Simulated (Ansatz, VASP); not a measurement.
SrCl2: VASP beside Ansatz

```
Sr Cl
1.0
     0.00000    3.43322    3.48550
     3.53778    0.00000    3.48550
     3.53778    3.43322    0.00000
Sr Cl
1 2
Direct
  0.00000 0.00000 0.00000
  0.25000 0.25000 0.25000
  0.75000 0.75000 0.75000
```

Change from the starting cell: strain +0.0150 x Voigt [1, -1, 0, 0, 0, 0], atoms carried along.

Alike in both runs: task single point; functional r2SCAN; k mesh 6 × 6 × 6; occupations gaussian, width 0.05 eV; no spin polarisation.

|  | VASP | Ansatz |
| --- | --- | --- |
| version | VASP 6.6.1 | Ansatz 0.2.0 |
| potentials or method | VASP PAW PBE potentials, release 64 (Sr_sv, Cl), cutoff 520 eV | scalar-relativistic, plane waves, PAW |
| valence electrons in the cell | 24 | 24 |

Ansatz gave:

```
gap on the k mesh at the Fermi level (eV)                     : 5.85
least direct gap on the mesh (eV)                             : 5.88
pressure (GPa)                                                : 0.4
traceless stress, the component that is largest in VASP (GPa) : 0.84
```

Task: Estimate VASP's values.

Result: gap on the k mesh at the Fermi level (eV): 5.85; least direct gap on the mesh (eV): 5.88; pressure (GPa): 0.5; traceless stress, the component that is largest in VASP (GPa): 0.83.

VASP's potentials were made for PBE, not for r2SCAN. With one functional, cell and mesh, what is left measures potentials, basis and numerics.
